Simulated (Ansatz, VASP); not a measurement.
**Two plane-wave programs on In**

POSCAR

```
In
1.0
   -1.6254700000      1.6254700000      2.4737000000
    1.6254700000     -1.6254700000      2.4737000000
    1.6254700000      1.6254700000     -2.4737000000
In
1
Direct
    0.0000000000      0.0000000000      0.0000000000
```

Contents of INCAR.step1:

```
  PREC = Accurate
  ENCUT = 520
  ISMEAR = -1
  SIGMA = 0.05
  LREAL = False
  LASPH = True
  NELM = 150
  MAGMOM = 0 0 0
  LSORBIT = True
  GGA_COMPAT = False
  NBANDS = 24
  GGA = PE
  ALGO = Normal
  EDIFF = 1E-4
  LWAVE = True
  LCHARG = False
```

The input INCAR.step2:

```
  PREC = Accurate
  ENCUT = 520
  EDIFF = 1E-6
  ISMEAR = -1
  SIGMA = 0.05
  LREAL = False
  LASPH = True
  NELM = 150
  ALGO = Normal
  ISIF = 2
  LWAVE = False
  LCHARG = False
  MAGMOM = 0 0 0
  LORBIT = 11
  LSORBIT = True
  GGA_COMPAT = False
  LORBMOM = True
  METAGGA = R2SCAN
  LMIXTAU = True
  NBANDS = 24
  ISTART = 1
```

KPOINTS

```
regular mesh
0
Gamma
  8 8 8
```

The input input.yaml:

```yaml
crystal:
  lattice:
    - [-1.62547, 1.62547, 2.4737]
    - [1.62547, -1.62547, 2.4737]
    - [1.62547, 1.62547, -2.4737]
  atoms:
    - { symbol: In, position: [0.0, 0.0, 0.0] }
hamiltonian:
  xc: r2scan
  pseudopotentials: { kind: paw_fr }
magnetization:
  noncollinear: true
  spin_orbit: true
kpoints:
  mp_grid: { grid: [8, 8, 8] }
  band_path:
    path:
      - [[0.0, 0.0, 0.0], [0.0, 0.0, 0.5], [-0.2158906645, 0.2158906645, 0.5], [-0.3579453323, 0.3579453323, 0.3579453323], [0.0, 0.0, 0.0], [0.5, 0.5, -0.5], [0.3579453323, 0.6420546677, -0.3579453323], [0.0, 0.5, 0.0], [0.25, 0.25, 0.25], [0.5, 0.5, -0.2158906645], [0.5, 0.5, -0.5]]
      - [[0.0, 0.0, 0.5], [0.25, 0.25, 0.25]]
    npoints: 14
scf:
  occupations: { method: fermi_dirac, width: 0.05 }
  n_extra_bands: 6
output:
  forces: true
  stress: true
  eigenvalues: true
  fatbands: true
  write_density: true
  write_potential: true
  elf: true
  volumetric_format: npy
```

Alike in both runs: functional r2SCAN; k mesh 8 × 8 × 8; occupations fermi-dirac, width 0.05 eV; non-collinear spin, spin-orbit coupling.

|  | VASP | Ansatz |
| --- | --- | --- |
| version | VASP 6.6.1 | Ansatz 0.2.0 |
| potentials or method | VASP PAW PBE potentials, release 64 (In_d) | Ansatz PAW |
| plane-wave cutoff (eV) | 520 | 500 |
| valence electrons in the cell | 13 | 13 |
| task | single point | band structure |

```csv
,VASP,Ansatz,Ansatz less VASP
pressure (GPa),0.0,0.0,-0.06
"traceless stress, the component that is largest in VASP (GPa)",3.11,3.11,-0.002
```

VASP's potentials were made for PBE, not for r2SCAN. With one functional, cell and mesh, what is left measures potentials, basis and numerics.
